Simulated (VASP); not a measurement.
A run of VASP 6.6.1:

File INCAR:

```
  PREC = Accurate
  ENCUT = 520
  EDIFF = 1E-7
  ISMEAR = 0
  SIGMA = 0.05
  LREAL = False
  LASPH = True
  NELM = 80
  ALGO = Normal
  ISIF = 2
  LWAVE = False
  LCHARG = False
  NBANDS = 16
```

KPOINTS

```
Automatic mesh
0
Gamma
  9 9 6
```

File POSCAR:

```
AlN
1.0
    3.1659609617      0.0000000000      0.0000000000
   -1.5829804808      2.7418026202      0.0000000000
    0.0000000000      0.0000000000      5.0673630437
Al N
2 2
Direct
    0.3333333333      0.6666666667      0.0015212672
    0.6666666667      0.3333333333      0.5015212672
    0.3333333333      0.6666666667      0.3834787328
    0.6666666667      0.3333333333      0.8834787328
```

Potentials or basis: VASP PAW LDA potentials, release 64 (Al, N).

Command:

```sh
$ cat potpaw_LDA.64/Al/POTCAR potpaw_LDA.64/N/POTCAR > POTCAR
$ mpirun -np 1 vasp_std > vasp.out
```

Hardware: 1 thread of Intel(R) Xeon(R) 6975P-C (Granite Rapids), on a shared host.

Question: How long does it take, and how much memory?

Answer: Run time: 11 s on 1 thread of Intel(R) Xeon(R) 6975P-C (Granite Rapids), on a shared host, peak memory 0.15 GiB. Counts: scf iterations 14, k points 48.
